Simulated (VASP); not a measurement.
Crystal: CdF2.

```
CELL_PARAMETERS angstrom
0.00000 2.69418 2.69418
2.55166 0.00000 2.69418
2.55166 2.69418 0.00000
ATOMIC_POSITIONS crystal
Cd 0.00000 0.00000 0.00000
F 0.25000 0.25000 0.25000
F 0.75000 0.75000 0.75000
```

This cell differs from its parent crystal: uniaxial x strain -5.3%.

Base run:

- Program: VASP 6.6.1
- Functional: r2SCAN
- Potentials or basis: VASP PAW PBE potentials, release 64 (Cd_sv_GW, F)
- Cutoff: 770 eV
- k mesh: 8 × 8 × 8
- Occupations: gaussian, width 0.01 eV
- Spin: no spin polarisation

Its results: band gap on the k mesh 3.90 eV (least direct gap 4.34 eV); pressure 6.5 GPa.

Problem. The run is repeated on the same cell with these changes: functional from r2SCAN to PBE; cutoff from 770 eV to 700 eV; occupations from gaussian, width 0.01 eV to fermi-dirac, width 0.02 eV. What comes out?

Solution. Band gap on the k mesh 3.20 eV (least direct gap 3.63 eV); pressure 12.3 GPa.

Caveats: the stress differs along the axes, from 4 to 11 GPa (at least some runs); the PAW data sets were made with another functional, which shifts forces and pressure a little (at least some runs); the stress differs along the axes, from 10 to 16 GPa (at least some runs).

A k mesh can miss the band edges.
